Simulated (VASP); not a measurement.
Ga2GeO2, 5 atoms in the cell. Symmetry: P6/mmm, No. 191, hexagonal system. The conventional cell has a = 4.773 Å, b = 4.773 Å, c = 4.424 Å, α = 90.00°, β = 90.00°, γ = 120.00°. Within 3.6 Å of Ga (site symmetry -6m2) lie 3 Ga at 2.76 Å and 6 O at 2.89 Å and 6 Ge at 3.53 Å. Within 1.8 Å of Ge (site symmetry 6/mmm) lie 2 O at 1.33 Å. Within 1.8 Å of O (site symmetry 6mm) lie 1 Ge at 1.33 Å and 1 O at 1.76 Å. The cell was built from a structure type or drawn by symmetry, and may not be a known phase.

| Quantity | Value |
| --- | --- |
| Program | VASP 6.6.1 |
| Task | single point |
| Functional | PBE |
| Potentials or basis | VASP PAW PBE potentials, release 64 (Ga_d, Ge_d, O) |
| Cutoff | 520 eV |
| k mesh | 6 × 6 × 4 |
| Occupations | gaussian, width 0.1 eV |
| Spin | no spin polarisation |
| Dipole correction | no |
| Further INCAR settings | ALGO = Normal; EDIFF = 1e-06; NBANDS = 34 |

Potentials or basis: VASP PAW PBE potentials, release 64 (Ga_d, Ge_d, O).

Command:

```bash
$ cat potpaw_PBE.64/Ga_d/POTCAR potpaw_PBE.64/Ge_d/POTCAR potpaw_PBE.64/O/POTCAR > POTCAR
$ mpirun -np 1 vasp_std > vasp.out
```

Hardware: 1 thread of Intel Xeon 8259CL (shared host).

How long does it take, and how much memory?

Wall time 88 s on 1 thread of Intel Xeon 8259CL (shared host), peak memory 0.23 GiB. Counts: scf iterations 15, k points 21.
